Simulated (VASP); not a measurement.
# Mg3Cd2Te3 (P6_3/mcm) in VASP: single point with PBE

Aim: the single point of Mg3Cd2Te3 with PBE.

All numbers are computed with VASP 6.6.1; they aren't measurements. Logs are shortened: lines on timing, memory, paths and dates and some standing lists are left out, and cuts for length are marked.

## Step 1: The cell of the first run

The structure is hexagonal, space group P6_3/mcm (No. 193). The conventional cell has a = 10.277 Å, b = 10.277 Å, c = 5.613 Å, α = 90.00°, β = 90.00°, γ = 120.00°. Within 3.8 Å of Mg (site symmetry m2m) lie 4 Te at 2.86 to 2.89 Å and 4 Mg at 3.80 Å. Within 3.9 Å of Cd (site symmetry 32) lie 2 Cd at 2.81 Å and 6 Te at 3.85 Å. Within 3.9 Å of Te (site symmetry m2m) lie 4 Mg at 2.86 to 2.89 Å and 4 Cd at 3.85 Å.

## Step 2: Single point, PBE

INCAR

```
SYSTEM = Mg3Cd2Te3
  ALGO = Fast
  EDIFF = 1E-7
  ENCUT = 520
  GGA = PE
  ISIF = 2
  ISMEAR = 0
  LASPH = .TRUE.
  LCHARG = .FALSE.
  LREAL = Auto
  LWAVE = .FALSE.
  NBANDS = 62
  NELM = 100
  PREC = Accurate
  SIGMA = 0.2
```

KPOINTS

```
k-points
0
G
  2 2 3
  0 0 0
```

POSCAR

```
Mg3Cd2Te3
1.0
   10.2765841106      0.0000000000      0.0000000000
   -5.1382920553      8.8997829039      0.0000000000
    0.0000000000      0.0000000000      5.6127755542
Mg Cd Te
6 4 6
Direct
    0.7508276091      0.7508276091      0.2500000000
    0.0000000000      0.2491723909      0.2500000000
    0.2491723909      0.0000000000      0.2500000000
    0.7508276091      0.0000000000      0.7500000000
    0.2491723909      0.2491723909      0.7500000000
    0.0000000000      0.7508276091      0.7500000000
    0.6666666667      0.3333333333      0.5000000000
    0.6666666667      0.3333333333      0.0000000000
    0.3333333333      0.6666666667      0.0000000000
    0.3333333333      0.6666666667      0.5000000000
    0.0000000000      0.6951238376      0.2500000000
    0.6951238376      0.0000000000      0.2500000000
    0.3048761624      0.3048761624      0.2500000000
    0.0000000000      0.3048761624      0.7500000000
    0.3048761624      0.0000000000      0.7500000000
    0.6951238376      0.6951238376      0.7500000000
```

Potentials or basis: VASP PAW PBE potentials, release 64 (Mg, Cd, Te).

Started as:

```
$ cat potpaw_PBE.64/Mg/POTCAR potpaw_PBE.64/Cd/POTCAR potpaw_PBE.64/Te/POTCAR > POTCAR
$ mpirun -np 1 vasp_std > vasp.out
```

OUTCAR:

```text
SYSTEM = Mg3Cd2Te3
   EDIFF = 1E-7
   ENCUT = 520
   GGA = PE
   ISIF = 2
   ISMEAR = 0
   LASPH = .TRUE.
   LREAL = Auto
   NELM = 100
   PREC = Accurate

 ion  position               nearest neighbor table
   1  0.751  0.751  0.250-  16 2.86  16 2.86  12 2.89  11 2.89
   2  0.000  0.249  0.250-  14 2.86  14 2.86  12 2.89  13 2.89
   3  0.249  0.000  0.250-  15 2.86  15 2.86  11 2.89  13 2.89
   4  0.751  0.000  0.750-  12 2.86  12 2.86  16 2.89  14 2.89
   5  0.249  0.249  0.750-  13 2.86  13 2.86  15 2.89  14 2.89
   6  0.000  0.751  0.750-  11 2.86  11 2.86  15 2.89  16 2.89
   7  0.667  0.333  0.500-   8 2.81   8 2.81
   8  0.667  0.333  0.000-   7 2.81   7 2.81
   9  0.333  0.667  0.000-  10 2.81  10 2.81
  10  0.333  0.667  0.500-   9 2.81   9 2.81
  11  0.000  0.695  0.250-   6 2.86   6 2.86   3 2.89   1 2.89
  12  0.695  0.000  0.250-   4 2.86   4 2.86   1 2.89   2 2.89
  13  0.305  0.305  0.250-   5 2.86   5 2.86   3 2.89   2 2.89
  14  0.000  0.305  0.750-   2 2.86   2 2.86   4 2.89   5 2.89
  15  0.305  0.000  0.750-   3 2.86   3 2.86   6 2.89   5 2.89
  16  0.695  0.695  0.750-   1 2.86   1 2.86   4 2.89   6 2.89

  LATTYP: Found a hexagonal cell.
 ALAT       =    10.2765841106
 C/A-ratio  =     0.5461713244

  Lattice vectors:

 A1 = (  10.2765841106,   0.0000000000,   0.0000000000)
 A2 = (  -5.1382920553,   8.8997829039,   0.0000000000)
 A3 = (   0.0000000000,   0.0000000000,   5.6127755542)

Analysis of symmetry for initial positions (statically):
=====================================================================
 Subroutine PRICEL returns:
 Original cell was already a primitive cell.

 Routine SETGRP: Setting up the symmetry group for a
 hexagonal supercell.

 Subroutine GETGRP returns: Found 24 space group operations
 (whereof 12 operations were pure point group operations)
 out of a pool of 24 trial point group operations.

The static configuration has the point symmetry D_3d.
 The point group associated with its full space group is D_6h.

Analysis of symmetry for dynamics (positions and initial velocities):
=====================================================================
 Subroutine PRICEL returns:
 Original cell was already a primitive cell.

 Routine SETGRP: Setting up the symmetry group for a
 hexagonal supercell.

 Subroutine GETGRP returns: Found 24 space group operations
 (whereof 12 operations were pure point group operations)
 out of a pool of 24 trial point group operations.

The dynamic configuration has the point symmetry D_3d.
 The point group associated with its full space group is D_6h.

 Subroutine INISYM returns: Found 24 space group operations
 (whereof 12 operations are pure point group operations),
 and found     1 'primitive' translations

----------------------------------------------------------------------------------------

                                     Primitive cell

  volume of cell :     513.3409

  direct lattice vectors                    reciprocal lattice vectors
    10.276584111  0.000000000  0.000000000     0.097308599  0.056181146  0.000000000
    -5.138292055  8.899782904  0.000000000     0.000000000  0.112362291  0.000000000
     0.000000000  0.000000000  5.612775554     0.000000000  0.000000000  0.178164972

  length of vectors
    10.276584111 10.276584111  5.612775554     0.112362291  0.112362291  0.178164972

  position of ions in fractional coordinates (direct lattice)
     0.750827609  0.750827609  0.250000000
     0.000000000  0.249172391  0.250000000
     0.249172391  0.000000000  0.250000000
     0.750827609  0.000000000  0.750000000
     0.249172391  0.249172391  0.750000000
     0.000000000  0.750827609  0.750000000
[... 8 lines left out ...]
     0.304876162  0.000000000  0.750000000
     0.695123838  0.695123838  0.750000000

  ion indices of the primitive-cell ions
   primitive index   ion index
                 1           1
                 2           2
                 3           3
                 4           4
                 5           5
                 6           6
[... 8 lines left out ...]
                15          15
                16          16

----------------------------------------------------------------------------------------

 KPOINTS: k-points

Automatic generation of k-mesh.
 Grid dimensions read from file:
 generate k-points for:    2    2    3

 Generating k-lattice:

  Cartesian coordinates                     Fractional coordinates (reciprocal lattice)
     0.048654299  0.028090573  0.000000000     0.500000000  0.000000000  0.000000000
     0.000000000  0.056181146  0.000000000     0.000000000  0.500000000  0.000000000
     0.000000000  0.000000000  0.059388324     0.000000000  0.000000000  0.333333333

  Length of vectors
     0.056181146  0.056181146  0.059388324

  Shift w.r.t. Gamma in fractional coordinates (k-lattice)
     0.000000000  0.000000000  0.000000000

 Subroutine IBZKPT returns following result:
 ===========================================

 Found      4 irreducible k-points:

 Following reciprocal coordinates:
            Coordinates               Weight
  0.000000  0.000000  0.000000      1.000000
  0.500000  0.000000  0.000000      3.000000
  0.000000  0.000000  0.333333      2.000000
  0.500000  0.000000  0.333333      6.000000
   k-points           NKPTS =      4   k-points in BZ     NKDIM =      4   number of bands    NBANDS=     62
   number of dos      NEDOS =    301   number of ions     NIONS =     16
   total plane-waves  NPLWV = 268800
   dimension x,y,z NGX =    80 NGY =   80 NGZ =   42
   dimension x,y,z NGXF=   160 NGYF=  160 NGZF=   84
   ions per type =               6   4   6
   NGX,Y,Z   is equivalent  to a cutoff of  12.94, 12.94, 12.44 a.u.
   NGXF,Y,Z  is equivalent  to a cutoff of  25.88, 25.88, 24.88 a.u.
 SYSTEM =  Mg3Cd2Te3
   PREC   = accura    normal or accurate (medium, high low for compatibility)
   ISTART =      0    job   : 0-new  1-cont  2-samecut
   ICHARG =      2    charge: 1-file 2-atom 10-const
   ISPIN  =      1    spin polarized calculation?
   LNONCOLLINEAR =      F non collinear calculations
   LSORBIT =      F    spin-orbit coupling
   LASPH  =      T    aspherical Exc in radial PAW
   ENCUT  =  520.0 eV  38.22 Ry    6.18 a.u.  19.11 19.11 10.44*2*pi/ulx,y,z
   NELM   =    100;   NELMIN=  2; NELMDL= -5     # of ELM steps
   EDIFF  = 0.1E-06   stopping-criterion for ELM
   LREAL  =      T    real-space projection
   EDIFFG = 0.1E-05   stopping-criterion for IOM
   NSW    =      0    number of steps for IOM
   IBRION =     -1    ionic relax: 0-MD 1-quasi-New 2-CG
   NFREE  =      0    steps in history (QN), initial steepest desc. (CG)
   ISIF   =      2    stress and relaxation
   ISYM   =      2    0-nonsym 1-usesym 2-fastsym
   POTIM  = 0.5000    time-step for ionic-motion
   TEBEG  =    0.0;   TEEND  =   0.0 temperature during run
   PSTRESS=    0.0 pullay stress
   NELECT =      96.0000    total number of electrons
   NUPDOWN=      -1.0000    fix difference up-down
   EMIN   =  10.00;   EMAX   =-10.00  energy-range for DOS
   EFERMI =   0.00;   METHOD = LEGACY
   ISMEAR =     0;   SIGMA  =   0.20  broadening in eV -4-tet -1-fermi 0-gaus
   EFERMI_NEDOS =   21; number of points for ismear=-14 and -15
   IALGO  =     68    algorithm
   IMIX   =      4    mixing-type and parameters
     AMIX     =   0.40;   BMIX     =  1.00
     AMIX_MAG =   1.60;   BMIX_MAG =  1.00
  volume/ion in A,a.u.               =      32.08       216.51
  Fermi-wavevector in a.u.,A,eV,Ry     =   0.936188  1.769140 11.924810  0.876449
  Thomas-Fermi vector in A             =   2.063172
   LORBIT       =      0    0 simple, 1 ext, 2 COOP (PROOUT), +10 PAW based schemes
   GGA     = PE    functional components
   LHFCALC =     F    Hartree Fock is set to
   AEXX    =    0.0000 exact exchange contribution
   IVDW    =     0    specifies the selected vdW correction
   LEPSILON=     F    determine dielectric tensor
   LRPA    =     F    only Hartree local field effects (RPA)
 non-spin polarized calculation
 RMM-DIIS sequential band-by-band and
 Gauss-broadening in eV      SIGMA  =   0.20
  energy-cutoff  :      520.00
  volume of cell :      513.34
 maximum number of plane-waves:     13863
 NGX is ok and might be reduce to    80
   NGX = 39   NGY = 39   NGZ = 21

 number of electron      95.9999995 magnetization

 Free energy of the ion-electron system (eV)
  ---------------------------------------------------
  ext. energy  EPLUGINS =         0.00000000
  ---------------------------------------------------
  free energy    TOTEN  =       -37.20272056 eV

  energy without entropy =      -37.15064641  energy(sigma->0) =      -37.17668349

 E-fermi :   3.5038     XC(G=0):  -8.3584

 val. band max:        3.4568857460   @ k =   0.5000   0.0000   0.0000
 cond. band min:       3.9997754797   @ k =   0.0000   0.0000   0.0000
 fundamental gap:      0.5428897337
 Fermi energy:         3.5037925635

 k-point     1 :       0.0000    0.0000    0.0000
  band No.  band energies     occupation
      1      -8.6166      2.00000
      2      -8.2639      2.00000
      3      -8.2639      2.00000
      4      -7.8634      2.00000
      5      -7.8634      2.00000
      6      -7.5697      2.00000
[... 52 lines left out ...]
     59       5.2910      0.00000
     60       5.4394      0.00000

 k-point     2 :       0.5000    0.0000    0.0000
  band No.  band energies     occupation
      1      -8.5536      2.00000
      2      -8.3513      2.00000
      3      -8.2854      2.00000
      4      -7.8501      2.00000
      5      -7.7855      2.00000
      6      -7.6301      2.00000
[... 52 lines left out ...]
     59       5.5863      0.00000
     60       5.8417      0.00000

 k-point     3 :       0.0000    0.0000    0.3333
  band No.  band energies     occupation
      1      -8.3606      2.00000
      2      -8.1197      2.00000
      3      -8.1197      2.00000
      4      -7.9124      2.00000
      5      -7.9124      2.00000
      6      -7.8315      2.00000
[... 52 lines left out ...]
     59       5.6157      0.00000
     60       5.6554      0.00000

 k-point     4 :       0.5000    0.0000    0.3333
  band No.  band energies     occupation
      1      -8.3160      2.00000
      2      -8.1745      2.00000
      3      -8.1333      2.00000
      4      -7.9077      2.00000
      5      -7.8825      2.00000
      6      -7.8460      2.00000
[... 52 lines left out ...]
     59       6.0821      0.00000
     60       6.3860      0.00000
 [bands above 60 left out]

------------------------ aborting loop because EDIFF is reached ----------------------------------------

  FORCE on cell =-STRESS in cart. coord.  units (eV):
  Direction    XX          YY          ZZ          XY          YZ          ZX
  --------------------------------------------------------------------------------------
  -------------------------------------------------------------------------------------
  Total       -0.2719271     -0.2719271      1.2815164     -0.0000000     -0.0000000     -0.0000000
  in kB       -0.8487059     -0.8487059      3.9997135     -0.0000000     -0.0000000     -0.0000000
  external PRESSURE =       0.7674339 kB  Pullay stress =       0.0000000 kB

 VOLUME and BASIS-vectors are now :
 -----------------------------------------------------------------------------
  energy-cutoff  :      520.00
  volume of cell :      513.34
      direct lattice vectors                 reciprocal lattice vectors
    10.276584111  0.000000000  0.000000000     0.097308599  0.056181146  0.000000000
    -5.138292055  8.899782904  0.000000000     0.000000000  0.112362291  0.000000000
     0.000000000  0.000000000  5.612775554     0.000000000  0.000000000  0.178164972

 POSITION                                       TOTAL-FORCE (eV/Angst)
 -----------------------------------------------------------------------------------
      3.85797      6.68220      1.40319        -0.011446     -0.019825     -0.000000
     -1.28032      2.21758      1.40319        -0.011446      0.019825     -0.000000
      2.56064      0.00000      1.40319         0.022892     -0.000000     -0.000000
      7.71594      0.00000      4.20958        -0.022892     -0.000000     -0.000000
      1.28032      2.21758      4.20958         0.011446      0.019825     -0.000000
     -3.85797      6.68220      4.20958         0.011446     -0.019825     -0.000000
[... 8 lines left out ...]
      3.13309      0.00000      4.20958        -0.014030     -0.000000      0.000000
      3.57175      6.18645      4.20958         0.007015      0.012151      0.000000
 -----------------------------------------------------------------------------------
    total drift:                                0.000000      0.000000      0.000000

  FREE ENERGIE OF THE ION-ELECTRON SYSTEM (eV)
  ---------------------------------------------------
  free  energy   TOTEN  =       -37.2027205635 eV

  energy  without entropy=      -37.1506464144  energy(sigma->0) =      -37.17668349
```

It took 7 min on 1 thread of Intel Xeon 8259CL, shared host; peak memory 0.62 GiB.

What came out:

| Item | Value |
| --- | --- |
| Free energy | -37.2027 eV |
| Pressure | 0.1 GPa |
| Largest force | 0.023 eV/Å |
| Band gap on the k mesh | zero (bands 48 and 49 overlap by 0.54 eV) |

Forces on the atoms (eV/Å):
```
Mg  -0.011 -0.020  0.000
Mg  -0.011  0.020  0.000
Mg   0.023  0.000  0.000
Mg  -0.023  0.000  0.000
Mg   0.011  0.020  0.000
Mg   0.011 -0.020  0.000
Cd   0.000  0.000  0.000
Cd   0.000  0.000  0.000
Cd   0.000  0.000  0.000
Cd   0.000  0.000  0.000
Te  -0.007  0.012  0.000
Te   0.014  0.000  0.000
Te  -0.007 -0.012  0.000
Te   0.007 -0.012  0.000
Te  -0.014  0.000  0.000
Te   0.007  0.012  0.000
```

Stress tensor (GPa, compression positive):
```
-0.08  0.00  0.00
 0.00 -0.08  0.00
 0.00  0.00  0.40
```

Levels at points of the mesh, in eV from the Fermi level:
```tsv
k point	band 46	band 47	band 48	band 49	band 50	band 51
(0.00, 0.00, 0.00)	-2.20	-1.01	0.50	0.55	0.55	0.66
(0.50, 0.00, 0.00)	-1.79	-0.36	-0.08	-0.05	0.52	0.61
```

Caveat: the k points lie up to 0.37 Å⁻¹ apart, too coarse for converged energies and pressures of a metal; semilocal functionals underestimate gaps, so a narrow gap can read as zero; spin-orbit coupling is left out, which moves the levels of the heavy elements.
